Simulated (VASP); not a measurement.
# Zr (P6_3/mmc) in VASP: a series of runs, part 2 of 2

VASP 6.6.1.

**3. Single point, r2SCAN**

This run uses another cell than the first one, of 24.68 Å³/atom, 1.019 times its volume.

The input, POSCAR:

```
Zr
1.0
    3.2953886421      0.0000000000      0.0000000000
   -1.6476943210      2.8538902793      0.0000000000
    0.0000000000      0.0000000000      5.2479471970
Zr
2
Direct
    0.6666666667      0.3333333333      0.7500000000
    0.3333333333      0.6666666667      0.2500000000
```

The input, INCAR.step1:

```
SYSTEM = Zr
  PREC = Accurate
  ENCUT = 520
  ISMEAR = -1
  SIGMA = 0.05
  LREAL = .False.
  LASPH = .True.
  NELM = 80
  NBANDS = 19
  GGA = PE
  ALGO = Normal
  EDIFF = 1E-4
  LWAVE = .True.
  LCHARG = .False.
```

The input, INCAR.step2:

```
SYSTEM = Zr
  PREC = Accurate
  ENCUT = 520
  EDIFF = 1E-6
  ISMEAR = -1
  SIGMA = 0.05
  LREAL = .False.
  LASPH = .True.
  NELM = 80
  ALGO = Normal
  ISIF = 2
  LWAVE = .False.
  LCHARG = .False.
  METAGGA = R2SCAN
  LMIXTAU = .True.
  NBANDS = 19
  ISTART = 1
```

The input, KPOINTS:

```
regular mesh
0
Gamma
  9 9 5
  0 0 0
```

Potentials or basis: VASP PAW PBE potentials, release 64 (Zr_sv).

Command:

```console
cat potpaw_PBE.64/Zr_sv/POTCAR > POTCAR
cp INCAR.step1 INCAR
mpirun -np 1 vasp_std > vasp.out
cp INCAR.step2 INCAR
mpirun -np 1 vasp_std > vasp.out
```

OUTCAR:

```text
SYSTEM = Zr
   PREC = Accurate
   ENCUT = 520
   EDIFF = 1E-6
   ISMEAR = -1
   LREAL = .False.
   LASPH = .True.
   NELM = 80
   ISIF = 2
   METAGGA = R2SCAN
   ISTART = 1

 ion  position               nearest neighbor table
   1  0.667  0.333  0.750-   2 3.24   2 3.24   2 3.24   2 3.24   2 3.24   2 3.24
   2  0.333  0.667  0.250-   1 3.24   1 3.24   1 3.24   1 3.24   1 3.24   1 3.24

  LATTYP: Found a hexagonal cell.
 ALAT       =     3.2953886421
 C/A-ratio  =     1.5925123762

  Lattice vectors:

 A1 = (   3.2953886421,   0.0000000000,   0.0000000000)
 A2 = (  -1.6476943210,   2.8538902793,   0.0000000000)
 A3 = (   0.0000000000,   0.0000000000,   5.2479471970)

Analysis of symmetry for initial positions (statically):
=====================================================================
 Subroutine PRICEL returns:
 Original cell was already a primitive cell.

 Routine SETGRP: Setting up the symmetry group for a
 hexagonal supercell.

 Subroutine GETGRP returns: Found 24 space group operations
 (whereof 12 operations were pure point group operations)
 out of a pool of 24 trial point group operations.

The static configuration has the point symmetry D_3d.
 The point group associated with its full space group is D_6h.

Analysis of symmetry for dynamics (positions and initial velocities):
=====================================================================
 Subroutine PRICEL returns:
 Original cell was already a primitive cell.

 Routine SETGRP: Setting up the symmetry group for a
 hexagonal supercell.

 Subroutine GETGRP returns: Found 24 space group operations
 (whereof 12 operations were pure point group operations)
 out of a pool of 24 trial point group operations.

The dynamic configuration has the point symmetry D_3d.
 The point group associated with its full space group is D_6h.

 Subroutine INISYM returns: Found 24 space group operations
 (whereof 12 operations are pure point group operations),
 and found     1 'primitive' translations

----------------------------------------------------------------------------------------

                                     Primitive cell

  volume of cell :      49.3553

  direct lattice vectors                    reciprocal lattice vectors
     3.295388642  0.000000000  0.000000000     0.303454344  0.175199447  0.000000000
    -1.647694321  2.853890279  0.000000000     0.000000000  0.350398895  0.000000000
     0.000000000  0.000000000  5.247947197     0.000000000  0.000000000  0.190550698

  length of vectors
     3.295388642  3.295388642  5.247947197     0.350398895  0.350398895  0.190550698

  position of ions in fractional coordinates (direct lattice)
     0.666666667  0.333333333  0.750000000
     0.333333333  0.666666667  0.250000000

  ion indices of the primitive-cell ions
   primitive index   ion index
                 1           1
                 2           2

----------------------------------------------------------------------------------------

 KPOINTS: regular mesh

Automatic generation of k-mesh.
 Grid dimensions read from file:
 generate k-points for:    9    9    5

 Generating k-lattice:

  Cartesian coordinates                     Fractional coordinates (reciprocal lattice)
     0.033717149  0.019466605  0.000000000     0.111111111  0.000000000  0.000000000
     0.000000000  0.038933211  0.000000000     0.000000000  0.111111111  0.000000000
     0.000000000  0.000000000  0.038110140     0.000000000  0.000000000  0.200000000

  Length of vectors
     0.038933211  0.038933211  0.038110140

  Shift w.r.t. Gamma in fractional coordinates (k-lattice)
     0.000000000  0.000000000  0.000000000

 Subroutine IBZKPT returns following result:
 ===========================================

 Found     36 irreducible k-points:

 Following reciprocal coordinates:
            Coordinates               Weight
  0.000000  0.000000  0.000000      1.000000
  0.111111  0.000000  0.000000      6.000000
  0.222222  0.000000  0.000000      6.000000
  0.333333 -0.000000  0.000000      6.000000
  0.444444  0.000000  0.000000      6.000000
  0.111111  0.111111  0.000000      6.000000
[... 16 lines left out ...]
  0.333333  0.222222  0.200000     24.000000
  0.333333  0.333333  0.200000      4.000000
 [... further k-points ...]
   k-points           NKPTS =     36   k-points in BZ     NKDIM =     36   number of bands    NBANDS=     19
   number of dos      NEDOS =    301   number of ions     NIONS =      2
   total plane-waves  NPLWV =  31360
   dimension x,y,z NGX =    28 NGY =   28 NGZ =   40
   dimension x,y,z NGXF=    56 NGYF=   56 NGZF=   80
   ions per type =               2
   NGX,Y,Z   is equivalent  to a cutoff of  14.13, 14.13, 12.67 a.u.
   NGXF,Y,Z  is equivalent  to a cutoff of  28.25, 28.25, 25.34 a.u.
 SYSTEM =  Zr
   PREC   = accura    normal or accurate (medium, high low for compatibility)
   ISTART =      1    job   : 0-new  1-cont  2-samecut
   ICHARG =      0    charge: 1-file 2-atom 10-const
   ISPIN  =      1    spin polarized calculation?
   LNONCOLLINEAR =      F non collinear calculations
   LSORBIT =      F    spin-orbit coupling
   LASPH  =      T    aspherical Exc in radial PAW
   ENCUT  =  520.0 eV  38.22 Ry    6.18 a.u.   6.13  6.13  9.76*2*pi/ulx,y,z
   NELM   =     80;   NELMIN=  2; NELMDL=  0     # of ELM steps
   EDIFF  = 0.1E-05   stopping-criterion for ELM
   LREAL  =      F    real-space projection
   EDIFFG = 0.1E-04   stopping-criterion for IOM
   NSW    =      0    number of steps for IOM
   IBRION =     -1    ionic relax: 0-MD 1-quasi-New 2-CG
   NFREE  =      0    steps in history (QN), initial steepest desc. (CG)
   ISIF   =      2    stress and relaxation
   ISYM   =      2    0-nonsym 1-usesym 2-fastsym
   POTIM  = 0.5000    time-step for ionic-motion
   TEBEG  =    0.0;   TEEND  =   0.0 temperature during run
   PSTRESS=    0.0 pullay stress
   NELECT =      24.0000    total number of electrons
   NUPDOWN=      -1.0000    fix difference up-down
   EMIN   =  10.00;   EMAX   =-10.00  energy-range for DOS
   EFERMI =   0.00;   METHOD = LEGACY
   ISMEAR =    -1;   SIGMA  =   0.05  broadening in eV -4-tet -1-fermi 0-gaus
   EFERMI_NEDOS =   21; number of points for ismear=-14 and -15
   IALGO  =     38    algorithm
   IMIX   =      4    mixing-type and parameters
     AMIX     =   0.40;   BMIX     =  1.00
     AMIX_MAG =   1.60;   BMIX_MAG =  1.00
  volume/ion in A,a.u.               =      24.68       166.53
  Fermi-wavevector in a.u.,A,eV,Ry     =   1.287362  2.432762 22.548959  1.657302
  Thomas-Fermi vector in A             =   2.419381
   LORBIT       =      0    0 simple, 1 ext, 2 COOP (PROOUT), +10 PAW based schemes
   METAGGA = R2SCAN    functional components
   LHFCALC =     F    Hartree Fock is set to
   AEXX    =    0.0000 exact exchange contribution
   IVDW    =     0    specifies the selected vdW correction
   LEPSILON=     F    determine dielectric tensor
   LRPA    =     F    only Hartree local field effects (RPA)
 non-spin polarized calculation
  energy-cutoff  :      520.00
  volume of cell :       49.36
 maximum number of plane-waves:      1342
 NGX is ok and might be reduce to    28
   NGX = 13   NGY = 13   NGZ = 19

 number of electron      24.0000001 magnetization

 Free energy of the ion-electron system (eV)
  ---------------------------------------------------
  ext. energy  EPLUGINS =         0.00000000
  ---------------------------------------------------
  free energy    TOTEN  =       -45.48048031 eV

  energy without entropy =      -45.46904814  energy(sigma->0) =      -45.47476422

 E-fermi :   8.4300     XC(G=0): -11.6621

 val. band max:        8.3386129252   @ k =   0.0000   0.0000   0.4000
 cond. band min:       8.5017520602   @ k =   0.2222   0.2222   0.4000
 fundamental gap:      0.1631391349
 Fermi energy:         8.4300000790

 k-point     1 :       0.0000    0.0000    0.0000
  band No.  band energies     occupation
      1     -42.2764      2.00000
      2     -42.1456      2.00000
      3     -20.0354      2.00000
      4     -19.2647      2.00000
      5     -19.2647      2.00000
      6     -19.1572      2.00000
[... 11 lines left out ...]
     18      10.6808      0.00000
     19      12.8499      0.00000

 k-point     2 :       0.1111    0.0000    0.0000
  band No.  band energies     occupation
      1     -42.2647      2.00000
      2     -42.1408      2.00000
      3     -20.0025      2.00000
      4     -19.3355      2.00000
      5     -19.2878      2.00000
      6     -19.2159      2.00000
[... 476 lines left out ...]
 k-point    24 :       0.3333    0.3333    0.2000
  band No.  band energies     occupation
      1     -42.1311      2.00000
      2     -42.1311      2.00000
      3     -19.7270      2.00000
      4     -19.7270      2.00000
      5     -19.7246      2.00000
      6     -19.4985      2.00000
[... 11 lines left out ...]
     18      12.7507      0.00000
     19      15.0946      0.00000

 [... further k-points ...]
[... 5 lines left out ...]
  --------------------------------------------------------------------------------------
  -------------------------------------------------------------------------------------
  Total       -1.3221462     -1.3221462     -1.4399078     -0.0000000     -0.0000000      0.0000000
  in kB      -42.9197011    -42.9197011    -46.7424970     -0.0000000     -0.0000000      0.0000000
  external PRESSURE =     -44.1939664 kB  Pullay stress =       0.0000000 kB

 VOLUME and BASIS-vectors are now :
 -----------------------------------------------------------------------------
  energy-cutoff  :      520.00
  volume of cell :       49.36
      direct lattice vectors                 reciprocal lattice vectors
     3.295388642  0.000000000  0.000000000     0.303454344  0.175199447  0.000000000
    -1.647694321  2.853890279  0.000000000     0.000000000  0.350398895  0.000000000
     0.000000000  0.000000000  5.247947197     0.000000000  0.000000000  0.190550698

 POSITION                                       TOTAL-FORCE (eV/Angst)
 -----------------------------------------------------------------------------------
      1.64769      0.95130      3.93596        -0.000000     -0.000000      0.000000
     -0.00000      1.90259      1.31199         0.000000      0.000000      0.000000
 -----------------------------------------------------------------------------------
    total drift:                               -0.000000      0.000000     -0.000000

  FREE ENERGIE OF THE ION-ELECTRON SYSTEM (eV)
  ---------------------------------------------------
  free  energy   TOTEN  =       -45.4804803121 eV

  energy  without entropy=      -45.4690481364  energy(sigma->0) =      -45.47476422
```

It took 51 s on 1 thread of Intel Xeon 6975P-C (Granite Rapids), shared host; peak memory 0.18 GiB.

Results:

```
Free energy            : -45.4805 eV
Pressure               : -4.4 GPa
Band gap on the k mesh : zero (band 12 reaches 9.37 eV, above the bottom of band 13 at 8.08 eV)
```

Stress tensor (GPa, compression positive):
```
-4.29  0.00  0.00
 0.00 -4.29  0.00
 0.00  0.00 -4.67
```

Caveat: the PAW data sets were made with another functional, which shifts forces and pressure a little.

**4. Single point, PBE**

This run uses another cell than the first one, of 23.28 Å³/atom, 0.962 times its volume.

The input, INCAR:

```
SYSTEM = Zr
ALGO     = Normal         ! electronic algorithm
EDIFF    = 1E-6           ! SCF threshold, eV
ENCUT    = 520            ! plane-wave cutoff, eV
GGA      = PE             ! functional
ISIF     = 2              ! what is computed and relaxed
ISMEAR   = -1             ! smearing method
LASPH    = .TRUE.         ! aspherical terms in the spheres
LCHARG   = .TRUE.         ! write CHGCAR
LELF     = .TRUE.         ! ELF
LREAL    = .FALSE.        ! projectors in reciprocal space
LVHAR    = .TRUE.       
LWAVE    = .FALSE.        ! write WAVECAR
NBANDS   = 19             ! bands
NELM     = 80             ! most SCF steps
PREC     = Accurate       ! precision mode
SIGMA    = 0.02           ! smearing width, eV
```

The input, KPOINTS:

```
k-points
0
G
  6 6 4
  0 0 0
```

The input, POSCAR:

```
Zr
1.0
    3.2320000000      0.0000000000      0.0000000000
   -1.6160000000      2.7989941050      0.0000000000
    0.0000000000      0.0000000000      5.1470000000
Zr
2
Direct
    0.6666666667      0.3333333333      0.7500000000
    0.3333333333      0.6666666667      0.2500000000
```

Command:

```console
cat potpaw_PBE.64/Zr_sv/POTCAR > POTCAR
mpirun -np 1 vasp_std > vasp.out
```

Wall time 7.1 s (1 thread of Intel Xeon 6975P-C (Granite Rapids), shared host); peak memory 0.16 GiB.

The run converged. Its results:

```
Free energy            : -17.0333 eV
Pressure               : 0.3 GPa
Band gap on the k mesh : zero (band 12 reaches 9.86 eV, above the bottom of band 13 at 8.96 eV)
```

Stress tensor (GPa, compression positive):
```
0.05 0.00 0.00
0.00 0.05 0.00
0.00 0.00 0.73
```

Levels at points of the mesh, in eV from the Fermi level:
```tsv
k point	band 9	band 10	band 11	band 12	band 13	band 14	band 15	band 16
(0.00, 0.00, 0.00)	-5.72	-3.10	0.80	0.80	0.94	1.10	1.49	1.49
(0.50, 0.00, 0.00)	-2.63	-2.58	-2.21	-0.28	0.47	0.71	1.40	4.83
(0.00, 0.00, 0.50)	-4.01	-4.01	-0.03	-0.03	0.70	0.70	0.70	0.70
(0.50, 0.00, 0.50)	-2.93	-2.93	-1.12	-1.12	1.56	1.56	2.14	2.14
```

Caveat: the k points lie up to 0.37 Å⁻¹ apart.

**5. Single point, PBEsol+D4**

This run uses another cell than the first one, of 22.28 Å³/atom, 0.920 times its volume.

The input, INCAR:

```
SYSTEM = Zr
  ALGO = Normal
  EDIFF = 1E-6
  ENCUT = 520
  GGA = PS
  ISIF = 2
  ISMEAR = -1
  IVDW = 13
  LASPH = .True.
  LCHARG = .True.
  LELF = .True.
  LREAL = .False.
  LVHAR = .True.
  LWAVE = .False.
  NBANDS = 19
  NELM = 60
  PREC = Accurate
  SIGMA = 0.05
```

The input, KPOINTS:

```
k-points
0
Gamma
  9 9 5
  0 0 0
```

The input, POSCAR:

```
Zr
1.0
    3.1721592742      0.0000000000      0.0000000000
   -1.5860796371      2.7471705163      0.0000000000
    0.0000000000      0.0000000000      5.1127058866
Zr
2
Direct
    0.6666666667      0.3333333333      0.7500000000
    0.3333333333      0.6666666667      0.2500000000
```

Potentials or basis: VASP PAW PBE potentials, release 64 (Zr_sv).

Command:

```console
cat potpaw_PBE.64/Zr_sv/POTCAR > POTCAR
mpirun -np 1 vasp_std > vasp.out
```

OUTCAR:

```text
SYSTEM = Zr
   EDIFF = 1E-6
   ENCUT = 520
   GGA = PS
   ISIF = 2
   ISMEAR = -1
   IVDW = 13
   LASPH = .True.
   LREAL = .False.
   NELM = 60
   PREC = Accurate

 ion  position               nearest neighbor table
   1  0.667  0.333  0.750-   2 3.14   2 3.14   2 3.14   2 3.14   2 3.14   2 3.14
   2  0.333  0.667  0.250-   1 3.14   1 3.14   1 3.14   1 3.14   1 3.14   1 3.14

  LATTYP: Found a hexagonal cell.
 ALAT       =     3.1721592742
 C/A-ratio  =     1.6117431203

  Lattice vectors:

 A1 = (   3.1721592742,   0.0000000000,   0.0000000000)
 A2 = (  -1.5860796371,   2.7471705163,   0.0000000000)
 A3 = (   0.0000000000,   0.0000000000,   5.1127058866)

Analysis of symmetry for initial positions (statically):
=====================================================================
 Subroutine PRICEL returns:
 Original cell was already a primitive cell.

 Routine SETGRP: Setting up the symmetry group for a
 hexagonal supercell.

 Subroutine GETGRP returns: Found 24 space group operations
 (whereof 12 operations were pure point group operations)
 out of a pool of 24 trial point group operations.

The static configuration has the point symmetry D_3d.
 The point group associated with its full space group is D_6h.
[... 161 lines left out ...]

 E-fermi :   9.3598     XC(G=0): -11.4056

 val. band max:        9.3501225231   @ k =   0.1111  -0.0000   0.2000
 cond. band min:       9.3656215123   @ k =   0.0000   0.0000   0.4000
 fundamental gap:      0.0154989891
 Fermi energy:         9.3598025787

 k-point     1 :       0.0000    0.0000    0.0000
  band No.  band energies     occupation
      1     -39.2891      2.00000
      2     -39.1099      2.00000
      3     -17.9115      2.00000
      4     -16.9051      2.00000
      5     -16.9051      2.00000
      6     -16.7679      2.00000
[... 505 lines left out ...]
      6     -17.2550      2.00000
[... 11 lines left out ...]
     18      13.9777      0.00000
     19      16.4615      0.00000

 [... further k-points ...]

------------------------ aborting loop because EDIFF is reached ----------------------------------------

  DFT-D4 for vdW energy calculation

  Edisp (eV):   -0.25055

  FORCE on cell =-STRESS in cart. coord.  units (eV):
  Direction    XX          YY          ZZ          XY          YZ          ZX
  --------------------------------------------------------------------------------------
  -------------------------------------------------------------------------------------
  Total       0.01086     0.01086     0.01811    -0.00000     0.00000     0.00000
  in kB       0.39042     0.39042     0.65120    -0.00000     0.00000     0.00000
  external pressure =        0.48 kB  Pullay stress =        0.00 kB

 VOLUME and BASIS-vectors are now :
 -----------------------------------------------------------------------------
  energy-cutoff  :      520.00
  volume of cell :       44.55
      direct lattice vectors                 reciprocal lattice vectors
     3.172159274  0.000000000  0.000000000     0.315242683  0.182005448  0.000000000
    -1.586079637  2.747170516  0.000000000     0.000000000  0.364010896  0.000000000
     0.000000000  0.000000000  5.112705887     0.000000000  0.000000000  0.195591145

 POSITION                                       TOTAL-FORCE (eV/Angst)
 -----------------------------------------------------------------------------------
      1.58608      0.91572      3.83453         0.000000     -0.000000      0.000000
     -0.00000      1.83145      1.27818        -0.000000      0.000000      0.000000
 -----------------------------------------------------------------------------------
    total drift:                                0.000000     -0.000000      0.000000

  FREE ENERGIE OF THE ION-ELECTRON SYSTEM (eV)
  ---------------------------------------------------
  free  energy   TOTEN  =       -18.4249733870 eV

  energy  without entropy=      -18.4080554011  energy(sigma->0) =      -18.41651439
```

stdout:

```text
POSCAR found type information on POSCAR Zr
 POSCAR found :  1 types and       2 ions
 scaLAPACK will be used
 -----------------------------------------------------------------------------
|                                                                             |
|                                                                             |
|     You enforced a specific xc type in the INCAR file but a different       |
|     I HOPE YOU KNOW WHAT YOU ARE DOING!                                     |
|                                                                             |
 -----------------------------------------------------------------------------

 LDA part: xc-table for (Slater+PW92), standard interpolation
 POSCAR, INCAR and KPOINTS ok, starting setup
 FFT: planning ... GRIDC
 FFT: planning ... GRID_SOFT
 FFT: planning ... GRID
 WAVECAR not read
 entering main loop
```

Wall time 13 s (1 thread of Intel Xeon 6975P-C (Granite Rapids), shared host); peak memory 0.17 GiB.

Results:

```yaml
Free_energy: -18.4250 eV
Pressure: 0.0 GPa
Band_gap_on_the_k_mesh: zero (band 12 reaches 10.25 eV, above the bottom of band 13 at 9.12 eV)
Dispersion_energy_per_atom: -0.125 eV
```

Caveat: the PAW data sets were made with another functional, which shifts forces and pressure a little; pairwise dispersion overbinds metals, which lowers pressure and volume.

**6. Overview**

```tsv
level	cell	k mesh	smearing	gap on the mesh (eV)	pressure (GPa)
r2SCAN	a = 3.275, b = 3.275, c = 5.215 Å, angles 90.0, 90.0, 120.0°, 2 atoms	9 × 9 × 5	fermi-dirac 0.05 eV	none	-2.8
r2SCAN	a = 3.295, b = 3.295, c = 5.248 Å, angles 90.0, 90.0, 120.0°, 2 atoms	9 × 9 × 5	fermi-dirac 0.05 eV	none	-4.4
PBE	a = 3.232, b = 3.232, c = 5.147 Å, angles 90.0, 90.0, 120.0°, 2 atoms	6 × 6 × 4	fermi-dirac 0.02 eV	none	0.3
PBEsol+D4	a = 3.172, b = 3.172, c = 5.113 Å, angles 90.0, 90.0, 120.0°, 2 atoms	9 × 9 × 5	fermi-dirac 0.05 eV	none	0.0
```

Alike in all rows: task single point; potentials or basis VASP PAW PBE potentials, release 64 (Zr_sv); no spin polarisation; cutoff (eV) 520.

Caveats: some runs use coarse meshes; the PAW data sets were made with another functional, which shifts forces and pressure a little (some runs); pairwise dispersion overbinds metals, which lowers pressure and volume (some runs).

Total energies depend on the potentials used, so only differences within one code and one set of settings carry meaning.
